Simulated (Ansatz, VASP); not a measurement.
BN in VASP and in Ansatz

```
B N
1.0
     0.00000    3.20262    2.58011
     1.14682    0.00000    2.58011
     1.14682    3.20262    0.00000
B N
1 1
Direct
  0.00005 0.00005 0.99995
  0.66665 0.66665 0.33335
```

Alike in both runs: task single point; functional LDA; k mesh 12 × 12 × 12; occupations gaussian, width 0.05 eV; no spin polarisation.

```csv
,VASP,Ansatz
version,VASP 6.6.1,Ansatz 0.2.0
potentials or method,"VASP PAW LDA potentials, release 64 (B, N), cutoff 600 eV","scalar-relativistic, plane waves, PAW"
valence electrons in the cell,8,8
```

|  | VASP | Ansatz | Ansatz less VASP |
| --- | --- | --- | --- |
| gap on the k mesh at the Fermi level (eV) | 1.88 | 1.89 | +0.010 |
| least direct gap on the mesh (eV) | 3.23 | 3.23 | -0.005 |
| pressure (GPa) | -19.3 | -19.6 | -0.27 |
| traceless stress, the component that is largest in VASP (GPa) | -91.47 | -91.54 | -0.063 |
| rms of the force components (eV/Å) | 0.376 | 0.396 | +0.0201 |

LDA's correlation is that of Perdew and Zunger in VASP and of Perdew and Wang (1992) in Ansatz. Atom by atom the forces differ by 0.020 eV/Å (rms over components).
